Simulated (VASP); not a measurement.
Runs of VASP 6.6.1 on Mg5Te. The structure is that of space group P6/mmm (No. 191), or close to it. The cells are those of the table. 

| task | cell | k mesh | cutoff (eV) | gap on the mesh (eV) | pressure (GPa) | relaxed volume (Å³/atom) |
| --- | --- | --- | --- | --- | --- | --- |
| single point | a = 5.404, b = 5.404, c = 6.373 Å, angles 90.0, 90.0, 120.0°, 6 atoms | 12 × 12 × 6 | 520 | none | -0.1 | - |
| single point | a = 5.243, b = 5.243, c = 5.706 Å, angles 90.0, 90.0, 120.0°, 6 atoms | 6 × 6 × 4 | 520 | none | 6.2 | - |
| single point | a = 5.405, b = 5.405, c = 6.311 Å, angles 90.0, 90.0, 120.0°, 6 atoms | 6 × 6 × 4 | 520 | none | 0.1 | - |
| relaxation of cell and atoms | relaxed from a = 5.243, b = 5.243, c = 5.706 Å, angles 90.0, 90.0, 120.0°, 6 atoms | 6 × 6 × 4 | 600 | none | 0.1 | (a) |
| relaxation of cell and atoms | relaxed from a = 5.405, b = 5.405, c = 6.311 Å, angles 90.0, 90.0, 120.0°, 6 atoms | 12 × 12 × 6 | 600 | none | 0.0 | 26.80 |

Alike in all rows: level PBE; potentials or basis VASP PAW PBE potentials, release 64 (Mg, Te); no spin polarisation; smearing gaussian 0.1 eV.

Problem. Estimate the missing entries.

Solution. (a) 26.67.

Caveats: spin-orbit coupling is left out, which moves the levels of the heavy elements; the cell stands under pressure (at least some runs); semilocal functionals underestimate gaps, so a narrow gap can read as zero (at least some runs); the volume moved by over 15 % at a fixed basis, so the end points are rough (at least some runs).

A k mesh can miss the band edges, and the runs leave out spin-orbit coupling on Te.

A gap of «none» marks levels without a gap at the run's occupations.
